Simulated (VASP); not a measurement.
Set up this calculation in VASP 6.6.1, as the native input.

```yaml
Task: single point
Functional: LDA
Potentials_or_basis: VASP PAW LDA potentials, release 64 (Fe)
Cutoff: 520 eV
k_mesh: 12 × 12 × 12
Occupations: fermi-dirac, width 0.1 eV
Spin: no spin polarisation
Dipole_correction: no
Further_INCAR_settings: ALGO = Normal; EDIFF = 1e-06; NBANDS = 10
```

The structure of Fe lies in POSCAR:

```
Fe
1.0
   -1.4330000000      1.4330000000      1.4330000000
    1.4330000000     -1.4330000000      1.4330000000
    1.4330000000      1.4330000000     -1.4330000000
Fe
1
Direct
    0.0000000000      0.0000000000      0.0000000000
```

One way to write it, as run:

INCAR

```
SYSTEM = Fe
  PREC = Accurate
  ENCUT = 520
  EDIFF = 1E-6
  ISMEAR = -1
  SIGMA = 0.1
  LREAL = .FALSE.
  LASPH = .TRUE.
  NELM = 60
  ALGO = Normal
  ISIF = 2
  LWAVE = .FALSE.
  LCHARG = .FALSE.
  GGA = CA
  NBANDS = 10
```

KPOINTS

```
regular mesh
0
G
  12 12 12
  0 0 0
```

Potentials or basis: VASP PAW LDA potentials, release 64 (Fe).

Run with:

```bash
$ cat potpaw_LDA.64/Fe/POTCAR > POTCAR
$ mpirun -np 1 vasp_std > vasp.out
```

It gave:

```
Pressure               : -37.7 GPa
Band gap on the k mesh : zero (band 4 reaches 6.23 eV, above the bottom of band 5 at 4.40 eV)
```

Caveat: the run has no spin polarisation, though such a crystal can be magnetic.

It took 6.7 s on 1 thread of Intel Xeon 6975P-C, on a shared host, peak memory 0.12 GiB.
